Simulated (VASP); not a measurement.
# Ga2BSb3 (P-3m1) in VASP: a series of runs, part 2 of 2

VASP 6.6.1. The steps go on from the part before.

## 3. Relaxation of cell and atoms, PBE

INCAR reads:

```
  PREC = Accurate
  ENCUT = 600
  EDIFF = 1E-6
  ISMEAR = 0
  SIGMA = 0.1
  LREAL = F
  LASPH = T
  NELM = 60
  ALGO = Normal
  ISIF = 3
  LWAVE = F
  LCHARG = F
  GGA = PE
  IBRION = 2
  NSW = 90
  EDIFFG = -0.04
```

KPOINTS reads:

```
Automatic mesh
0
Gamma
  3 3 4
```

POSCAR reads:

```
Ga2BSb3
1.0
    5.8306751900      0.0000000000      0.0000000000
   -2.9153375900      5.0495128300      0.0000000000
    0.0000000000      0.0000000000      4.8048741600
Ga B Sb
2 1 3
Direct
    0.3333333300      0.6666666700      0.8517562800
    0.6666666700      0.3333333300      0.1482437200
    0.0000000000      0.0000000000      0.5000000000
    0.5000000000      0.0000000000      0.5000000000
    0.0000000000      0.5000000000      0.5000000000
    0.5000000000      0.5000000000      0.5000000000
```

Potentials or basis: VASP PAW PBE potentials, release 64 (Ga_d, B, Sb).

Started as:

```
$ cat potpaw_PBE.64/Ga_d/POTCAR potpaw_PBE.64/B/POTCAR potpaw_PBE.64/Sb/POTCAR > POTCAR
$ mpirun -np 1 vasp_std > vasp.out
```

OUTCAR:

```text
PREC = Accurate
   ENCUT = 600
   EDIFF = 1E-6
   ISMEAR = 0
   LREAL = F
   LASPH = T
   NELM = 60
   ISIF = 3
   GGA = PE
   IBRION = 2
   NSW = 90
   EDIFFG = -0.04

 ion  position               nearest neighbor table
   1  0.333  0.667  0.852-   4 2.39   5 2.39   6 2.39
   2  0.667  0.333  0.148-   4 2.39   5 2.39   6 2.39
   3  0.000  0.000  0.500-   5 2.92   5 2.92   6 2.92   6 2.92   4 2.92   4 2.92
   4  0.500  0.000  0.500-   2 2.39   1 2.39   6 2.92   6 2.92   5 2.92   5 2.92   3 2.92   3 2.92

   5  0.000  0.500  0.500-   2 2.39   1 2.39   3 2.92   3 2.92   4 2.92   4 2.92   6 2.92   6 2.92

   6  0.500  0.500  0.500-   2 2.39   1 2.39   4 2.92   4 2.92   3 2.92   3 2.92   5 2.92   5 2.92

  LATTYP: Found a hexagonal cell.
 ALAT       =     5.8306751900
 C/A-ratio  =     0.8240682260

  Lattice vectors:

 A1 = (   5.8306751900,   0.0000000000,   0.0000000000)
 A2 = (  -2.9153375900,   5.0495128300,   0.0000000000)
 A3 = (   0.0000000000,   0.0000000000,   4.8048741600)

Analysis of symmetry for initial positions (statically):
=====================================================================
 Subroutine PRICEL returns:
 Original cell was already a primitive cell.

 Routine SETGRP: Setting up the symmetry group for a
 hexagonal supercell.

 Subroutine GETGRP returns: Found 12 space group operations
 (whereof 12 operations were pure point group operations)
 out of a pool of 24 trial point group operations.

The static configuration has the point symmetry D_3d.

Analysis of symmetry for dynamics (positions and initial velocities):
=====================================================================
 Subroutine PRICEL returns:
 Original cell was already a primitive cell.

 Routine SETGRP: Setting up the symmetry group for a
 hexagonal supercell.

 Subroutine GETGRP returns: Found 12 space group operations
 (whereof 12 operations were pure point group operations)
 out of a pool of 24 trial point group operations.

The dynamic configuration has the point symmetry D_3d.

 Subroutine INISYM returns: Found 12 space group operations
 (whereof 12 operations are pure point group operations),
 and found     1 'primitive' translations

----------------------------------------------------------------------------------------

                                     Primitive cell

  volume of cell :     141.4654

  direct lattice vectors                    reciprocal lattice vectors
     5.830675190  0.000000000  0.000000000     0.171506724  0.099019453  0.000000000
    -2.915337590  5.049512830  0.000000000     0.000000000  0.198038907  0.000000000
     0.000000000  0.000000000  4.804874160     0.000000000  0.000000000  0.208121996

  length of vectors
     5.830675190  5.830675183  4.804874160     0.198038906  0.198038907  0.208121996

  position of ions in fractional coordinates (direct lattice)
     0.333333330  0.666666670  0.851756280
     0.666666670  0.333333330  0.148243720
     0.000000000  0.000000000  0.500000000
     0.500000000  0.000000000  0.500000000
     0.000000000  0.500000000  0.500000000
     0.500000000  0.500000000  0.500000000

[... 49 lines left out ...]
   total plane-waves  NPLWV =  92160
   dimension x,y,z NGX =    48 NGY =   48 NGZ =   40
   dimension x,y,z NGXF=    96 NGYF=   96 NGZF=   80
   ions per type =               2   1   3
   NGX,Y,Z   is equivalent  to a cutoff of  13.69, 13.69, 13.84 a.u.
   NGXF,Y,Z  is equivalent  to a cutoff of  27.37, 27.37, 27.68 a.u.
 SYSTEM =  unknown system
   PREC   = accura    normal or accurate (medium, high low for compatibility)
   ISTART =      0    job   : 0-new  1-cont  2-samecut
   ICHARG =      2    charge: 1-file 2-atom 10-const
   ISPIN  =      1    spin polarized calculation?
   LNONCOLLINEAR =      F non collinear calculations
   LSORBIT =      F    spin-orbit coupling
   LASPH  =      T    aspherical Exc in radial PAW
   ENCUT  =  600.0 eV  44.10 Ry    6.64 a.u.  11.65 11.65  9.60*2*pi/ulx,y,z
   NELM   =     60;   NELMIN=  2; NELMDL= -5     # of ELM steps
   EDIFF  = 0.1E-05   stopping-criterion for ELM
   LREAL  =      F    real-space projection
   EDIFFG = -.4E-01   stopping-criterion for IOM
   NSW    =     90    number of steps for IOM
   IBRION =      2    ionic relax: 0-MD 1-quasi-New 2-CG
   NFREE  =      1    steps in history (QN), initial steepest desc. (CG)
   ISIF   =      3    stress and relaxation
   ISYM   =      2    0-nonsym 1-usesym 2-fastsym
   POTIM  = 0.5000    time-step for ionic-motion
   TEBEG  =    0.0;   TEEND  =   0.0 temperature during run
   PSTRESS=    0.0 pullay stress
   NELECT =      44.0000    total number of electrons
   NUPDOWN=      -1.0000    fix difference up-down
   EMIN   =  10.00;   EMAX   =-10.00  energy-range for DOS
   EFERMI =   0.00;   METHOD = LEGACY
   ISMEAR =     0;   SIGMA  =   0.10  broadening in eV -4-tet -1-fermi 0-gaus
   EFERMI_NEDOS =   21; number of points for ismear=-14 and -15
   IALGO  =     38    algorithm
   IMIX   =      4    mixing-type and parameters
     AMIX     =   0.40;   BMIX     =  1.00
     AMIX_MAG =   1.60;   BMIX_MAG =  1.00
  volume/ion in A,a.u.               =      23.58       159.11
  Fermi-wavevector in a.u.,A,eV,Ry     =   1.109198  2.096080 16.739512  1.230319
  Thomas-Fermi vector in A             =   2.245734
   LORBIT       =      0    0 simple, 1 ext, 2 COOP (PROOUT), +10 PAW based schemes
   GGA     = PE    functional components
   LHFCALC =     F    Hartree Fock is set to
   AEXX    =    0.0000 exact exchange contribution
   IVDW    =     0    specifies the selected vdW correction
   LEPSILON=     F    determine dielectric tensor
   LRPA    =     F    only Hartree local field effects (RPA)
 conjugate gradient relaxation of ions
 non-spin polarized calculation
 Gauss-broadening in eV      SIGMA  =   0.10
  energy-cutoff  :      600.00
  volume of cell :      141.47
 maximum number of plane-waves:      4760
 NGX is ok and might be reduce to    48
   NGX = 23   NGY = 23   NGZ = 19

--------------------------------------- Ionic step        1  -------------------------------------------

 number of electron      43.9999998 magnetization

 Free energy of the ion-electron system (eV)
  ---------------------------------------------------
  ext. energy  EPLUGINS =         0.00000000
  ---------------------------------------------------
  free energy    TOTEN  =       -14.50288068 eV

  energy without entropy =      -14.49687194  energy(sigma->0) =      -14.49987631

------------------------ aborting loop because EDIFF is reached ----------------------------------------

  FORCE on cell =-STRESS in cart. coord.  units (eV):
  Direction    XX          YY          ZZ          XY          YZ          ZX
  --------------------------------------------------------------------------------------
  -------------------------------------------------------------------------------------
  Total       17.8249479     17.8249479     25.6443528      0.0000000     -0.0000000      0.0000000
  in kB      201.8777729    201.8777724    290.4370240      0.0000002     -0.0000000      0.0000000
  external PRESSURE =     231.3975231 kB  Pullay stress =       0.0000000 kB
[... 101 lines left out ...]
  FREE ENERGIE OF THE ION-ELECTRON SYSTEM (eV)
  ---------------------------------------------------
  free  energy   TOTEN  =       -18.6785743853 eV

  energy  without entropy=      -18.6344994328  energy(sigma->0) =      -18.65653691

 E-fermi :   5.9097     XC(G=0):  -9.4529

 val. band max:        5.8234265154   @ k =   0.3333  -0.0000   0.2500
 cond. band min:       5.9478172689   @ k =   0.3333  -0.0000   0.0000
 fundamental gap:      0.1243907535
 Fermi energy:         5.9097346604

 k-point     1 :       0.0000    0.0000    0.0000
  band No.  band energies     occupation
      1      -9.0949      2.00000
      2      -9.0173      2.00000
      3      -9.0173      2.00000
      4      -9.0033      2.00000
      5      -9.0033      2.00000
      6      -8.9936      2.00000
[... 279 lines left out ...]
     25       8.2758      0.00000
     26       8.6354      0.00000

[... ionic steps 4 to 10 ...]

--------------------------------------- Ionic step       11  -------------------------------------------

 number of electron      43.9999986 magnetization

------------------------ aborting loop because EDIFF is reached ----------------------------------------
[... 75 lines left out ...]
--------------------------------------- Ionic step       13  -------------------------------------------

 number of electron      43.9999995 magnetization

 Free energy of the ion-electron system (eV)
  ---------------------------------------------------
  ext. energy  EPLUGINS =         0.00000000
  ---------------------------------------------------
  free energy    TOTEN  =       -19.21405942 eV

  energy without entropy =      -19.19425259  energy(sigma->0) =      -19.20415601

 E-fermi :   4.3770     XC(G=0):  -8.6767

 val. band max:        4.3371484886   @ k =   0.3333  -0.0000   0.2500
 cond. band min:       4.4525305067   @ k =   0.3333  -0.0000   0.0000
 fundamental gap:      0.1153820181
 Fermi energy:         4.3769681022

 k-point     1 :       0.0000    0.0000    0.0000
  band No.  band energies     occupation
      1     -10.5844      2.00000
      2     -10.5675      2.00000
      3     -10.5675      2.00000
      4     -10.5658      2.00000
      5     -10.5658      2.00000
      6     -10.5562      2.00000
[... 312 lines left out ...]
  FREE ENERGIE OF THE ION-ELECTRON SYSTEM (eV)
  ---------------------------------------------------
  free  energy   TOTEN  =       -19.2140594247 eV

  energy  without entropy=      -19.1942525932  energy(sigma->0) =      -19.20415601

 reached required accuracy - stopping structural energy minimisation
```

CONTCAR:

```text
Ga2BSb3
   1.00000000000000
     5.9272993156878657   -0.0000000000761216   -0.0000000000000000
    -2.9636496528269967    5.1331917775586042    0.0000000000000000
     0.0000000000000000   -0.0000000000000000    5.9254895661949609
  Ga              B               Sb
     2     1     3
Direct
     0.3333333300000021    0.6666666699999979    0.9499231707428150
     0.6666666699999979    0.3333333300000021    0.0500768292571920
     0.0000000000000000    1.0000000000000000    0.5000000000000000
     0.5000000000000000    1.0000000000000000    0.5000000000000000
     0.0000000000000000    0.5000000000000000    0.5000000000000000
     0.5000000000000000    0.5000000000000000    0.5000000000000000

  0.00000000E+00  0.00000000E+00  0.00000000E+00
  0.00000000E+00  0.00000000E+00  0.00000000E+00
  0.00000000E+00  0.00000000E+00  0.00000000E+00
  0.00000000E+00  0.00000000E+00  0.00000000E+00
  0.00000000E+00  0.00000000E+00  0.00000000E+00
  0.00000000E+00  0.00000000E+00  0.00000000E+00
```

Wall time 4 min (1 thread of Intel Xeon 6975P-C (Granite Rapids), shared host); peak memory 0.33 GiB.

Results:

```
Free energy                            : -19.2141 eV
Relaxed volume                         : 30.05 Å³/atom
Relaxed cell                           : a = 5.927 Å, b = 5.927 Å, c = 5.925 Å, α = 90.00°, β = 90.00°, γ = 120.00°
Space group after relaxing (to 0.05 Å) : P-3m1 (No. 164)
Energy gained by relaxing              : 785.2 meV/atom
Ionic steps                            : 13
Pressure after relaxing                : 0.0 GPa
Largest force after relaxing           : 0.025 eV/Å
Band gap on the k mesh                 : zero (band 22 reaches 4.88 eV, above the bottom of band 23 at 4.34 eV)
```

Forces on the atoms (eV/Å):
```
Ga   0.000  0.000  0.025
Ga   0.000  0.000 -0.025
B    0.000  0.000  0.000
Sb   0.000  0.000  0.000
Sb   0.000  0.000  0.000
Sb   0.000  0.000  0.000
```

The path:
```csv
step,energy change (eV),largest force (eV/Å),pressure (GPa),volume (Å³)
1,0.0000,7.0000,23.14,141.47
2,-3.7964,0.0438,-3.95,223.05
3,-4.1757,0.7668,-0.76,193.27
4,-4.1782,0.6838,-1.04,195.25
5,-4.2989,0.6281,-0.90,190.65
6,-4.6014,0.4328,0.49,176.89
7,-3.2923,0.1102,12.84,149.67
8,-4.6289,0.3909,0.95,174.47
9,-4.6343,0.3605,1.50,172.11
10,-4.7071,0.0416,0.49,178.20
11,-4.7077,0.0172,0.38,178.83
12,-4.7096,0.0311,-0.23,181.32
13,-4.7112,0.0254,0.01,180.29
```

Final structure:
```cif
data_structure
_symmetry_space_group_name_H-M 'P 1'
_symmetry_Int_Tables_number 1
_cell_length_a 5.9273
_cell_length_b 5.9273
_cell_length_c 5.9255
_cell_angle_alpha 90.000
_cell_angle_beta 90.000
_cell_angle_gamma 120.000
_cell_volume 180.29
loop_
_atom_site_label
_atom_site_type_symbol
_atom_site_fract_x
_atom_site_fract_y
_atom_site_fract_z
_atom_site_occupancy
Ga1 Ga 0.33333 0.66667 0.94992 1
Ga2 Ga 0.66667 0.33333 0.05008 1
B1 B 0.00000 0.00000 0.50000 1
Sb1 Sb 0.50000 0.00000 0.50000 1
Sb2 Sb 0.00000 0.50000 0.50000 1
Sb3 Sb 0.50000 0.50000 0.50000 1
```

Levels at points of the mesh, in eV from the Fermi level:
| k point | band 20 | band 21 | band 22 | band 23 | band 24 | band 25 |
| --- | --- | --- | --- | --- | --- | --- |
| (0.00, 0.00, 0.00) | -2.55 | -0.25 | -0.25 | 0.65 | 0.76 | 0.76 |
| (0.00, 0.00, 0.50) | -1.66 | -1.66 | -1.32 | 0.73 | 1.40 | 1.98 |

Caveat: the k points lie up to 0.41 Å⁻¹ apart in the final cell; the volume moved by over 15 % at a fixed basis, so the end points are rough; spin-orbit coupling is left out, which moves the levels of the heavy elements.
